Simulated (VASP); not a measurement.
Wanted: the native input for a VASP 6.6.1 run.

| Item | Value |
| --- | --- |
| Task | single point |
| Functional | LDA |
| Potentials or basis | VASP PAW LDA potentials, release 64 (Ga_d, P) |
| Cutoff | 520 eV |
| k mesh | 8 × 8 × 8 |
| Occupations | gaussian, width 0.01 eV |
| Spin | no spin polarisation |
| Dipole correction | no |
| Further INCAR settings | ALGO = Normal; EDIFF = 1e-06; NBANDS = 16 |

The structure of GaP lies in POSCAR:

```
GaP
1.0
    0.0000000000      2.6514294726      2.6514294726
    2.6514294726      0.0000000000      2.6514294726
    2.6514294726      2.6514294726      0.0000000000
Ga P
1 1
Direct
    0.0000000000      0.0000000000      0.0000000000
    0.7500000000      0.7500000000      0.7500000000
```

The input as run:

INCAR

```
SYSTEM = GaP
  PREC = Accurate
  ENCUT = 520
  EDIFF = 1E-6
  ISMEAR = 0
  SIGMA = 0.01
  LREAL = .False.
  LASPH = .True.
  NELM = 60
  ALGO = Normal
  ISIF = 2
  LWAVE = .False.
  LCHARG = .False.
  NBANDS = 16
```

KPOINTS

```
regular mesh
0
Gamma
  8 8 8
  0 0 0
```

Potentials or basis: VASP PAW LDA potentials, release 64 (Ga_d, P).

Run with:

```sh
$ cat potpaw_LDA.64/Ga_d/POTCAR potpaw_LDA.64/P/POTCAR > POTCAR
$ mpirun -np 1 vasp_std > vasp.out
```

Results of the run:

| Item | Value |
| --- | --- |
| Pressure | 5.1 GPa |
| Band gap on the k mesh | 1.32 eV, indirect (least direct gap 2.33 eV) |

Wall time 6.4 s on 1 thread of Intel(R) Xeon(R) 6975P-C (Granite Rapids), on a shared host, peak memory 0.14 GiB.
